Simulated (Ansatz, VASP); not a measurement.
# CdS in VASP and in Ansatz

File INCAR:

```
SYSTEM = CdS
PREC     = Accurate       ! precision mode
ENCUT    = 600            ! plane-wave cutoff, eV
EDIFF    = 1E-6           ! SCF threshold, eV
ISMEAR   = 0              ! smearing method
SIGMA    = 0.01           ! smearing width, eV
LREAL    = .False.        ! projectors in reciprocal space
LASPH    = .True.         ! aspherical terms in the spheres
NELM     = 60             ! most SCF steps
ALGO     = Normal         ! electronic algorithm
ISIF     = 3              ! what is computed and relaxed
LWAVE    = .False.        ! write WAVECAR
LCHARG   = .False.        ! write CHGCAR
GGA      = PS             ! functional
IBRION   = 2              ! ionic algorithm
NSW      = 80             ! ionic steps
EDIFFG   = -0.01          ! ionic threshold
```

KPOINTS

```
regular mesh
0
Gamma
  6 6 4
  0 0 0
```

File POSCAR:

```
CdS
1.0
    4.1500000000      0.0000000000      0.0000000000
   -2.0750000000      3.5940050000      0.0000000000
    0.0000000000      0.0000000000      6.7370000000
Cd S
2 2
Direct
    0.3333333333      0.6666666667      0.0000000000
    0.6666666667      0.3333333333      0.5000000000
    0.3333333333      0.6666666667      0.3750000000
    0.6666666667      0.3333333333      0.8750000000
```

Input for Ansatz:

```yaml
crystal:
  lattice:
    - [4.15, 0.0, 0.0]
    - [-2.075, 3.594005, 0.0]
    - [0.0, 0.0, 6.737]
  atoms:
    - { symbol: Cd, position: [0.3333333333333333, 0.6666666666666666, 0.0] }
    - { symbol: Cd, position: [0.6666666666666665, 0.3333333333333333, 0.5] }
    - { symbol: S, position: [0.3333333333333333, 0.6666666666666666, 0.37499999999999994] }
    - { symbol: S, position: [0.6666666666666665, 0.3333333333333333, 0.875] }
basis:
  ecutwfc: 470.0
kpoints:
  mp_grid:
    grid: [6, 6, 4]
hamiltonian:
  xc: pbesol
scf:
  occupations:
    method: fixed
relax:
  cell: {}
```

Alike in both runs: task relaxation of cell and atoms; functional PBEsol; k mesh 6 × 6 × 4; no spin polarisation.

|  | VASP | Ansatz |
| --- | --- | --- |
| version | VASP 6.6.1 | Ansatz 0.2.0 |
| potentials or method | VASP PAW PBE potentials, release 64 (Cd, S), cutoff 600 eV | plane waves, PAW |
| occupations | gaussian, width 0.01 eV | fixed |
| valence electrons in the cell | 36 | 52 |

```tsv
	VASP	Ansatz	Ansatz less VASP
relaxed volume (Å³/atom)	24.85	24.70	-0.145
relaxed cell length with the largest relative difference (Å)	6.731	6.711	-0.0196
```

VASP's potentials were made for PBE, not for PBEsol. VASP's potentials hold 36 valence electrons a cell and Ansatz's 52, so a difference there can come from the potentials and not from the codes.
